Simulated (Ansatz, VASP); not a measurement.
One calculation of MoS2, two programs

```
CELL_PARAMETERS angstrom
3.16900 0.00000 0.00000
-1.58450 2.74443 0.00000
0.00000 0.00000 12.32400
ATOMIC_POSITIONS crystal
Mo 0.33333 0.66667 0.25000
Mo 0.66667 0.33333 0.75000
S 0.33333 0.66667 0.62327
S 0.66667 0.33333 0.12327
S 0.33333 0.66667 0.87673
S 0.66667 0.33333 0.37673
```

Alike in both runs: functional PBE; k mesh 11 × 11 × 3; occupations fermi-dirac, width 0.02 eV; collinear spin.

Ansatz relaxed the structure, and its values are those at the end. VASP's run is a single point on that final structure, the one shown.

```csv
,VASP,Ansatz
version,VASP 6.6.1,Ansatz 0.2.0
potentials or method,"VASP PAW PBE potentials, release 64 (Mo_sv, S)","plane-wave PAW, scalar-relativistic"
plane-wave cutoff (eV),520,420
valence electrons in the cell,52,52
```

VASP gave:

```
gap on the k mesh at the Fermi level (eV) : 0.89
pressure (GPa)                            : 2.2
rms of the force components (eV/Å)        : 0.006
net moment per atom (μB)                  : 0.00
```

Estimate Ansatz's values.

gap on the k mesh at the Fermi level (eV): 0.88; pressure (GPa): 2.3; rms of the force components (eV/Å): 0.000; net moment per atom (μB): 0.00.

With one functional, cell and mesh, what is left measures potentials, basis and numerics. Ansatz's warnings: seeded moment not kept, stress scf threshold loose.
